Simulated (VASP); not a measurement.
**Pd: single point with revPBE**

Crystal: Pd.

```
Pd
1.0
     2.59988    0.00000    0.00000
     0.00000    2.59988    0.00000
     0.00000    0.00000    2.59988
Pd
1
Direct
  0.00000 0.00000 0.00000
```

This cell differs from its parent crystal: volume scaled by 0.96.

```yaml
Program: VASP 6.6.1
Task: single point
Functional: revPBE
Potentials_or_basis: VASP PAW PBE potentials, release 64 (Pd)
Cutoff: 520 eV
k_mesh: 13 × 13 × 13
Occupations: fermi-dirac, width 0.05 eV
Spin: collinear spin, ferromagnetic start
Starting_moments: "[0.5] μB"
Dipole_correction: no
Further_INCAR_settings: ALGO = Normal; EDIFF = 1e-07; NBANDS = 15
```

```
Pressure                                              : 4.4 GPa
Band gap on the k mesh                                : zero (filled and empty bands overlap)
Net moment                                            : 0.00 μB per cell
Valence electrons inside the program's atomic spheres : Pd 9.37
```

Levels at points of the mesh, in eV from the Fermi level:
Spin up:
| k point | band 2 | band 3 | band 4 | band 5 | band 6 | band 7 | band 8 | band 9 |
| --- | --- | --- | --- | --- | --- | --- | --- | --- |
| (0.00, 0.00, 0.00) | -4.56 | -4.56 | -0.01 | -0.01 | -0.01 | 16.58 | 16.58 | 16.58 |
Spin down:
```csv
k point,band 3,band 4,band 5,band 6,band 7,band 8
"(0.00, 0.00, 0.00)",-4.56,-0.01,-0.01,-0.01,16.58,16.58
```

Run time: 89 s on 1 thread of AMD EPYC 7R13, with other jobs on the host, peak memory 0.12 GiB.

Caveat: the PAW data sets were made with another functional, which shifts forces and pressure a little.
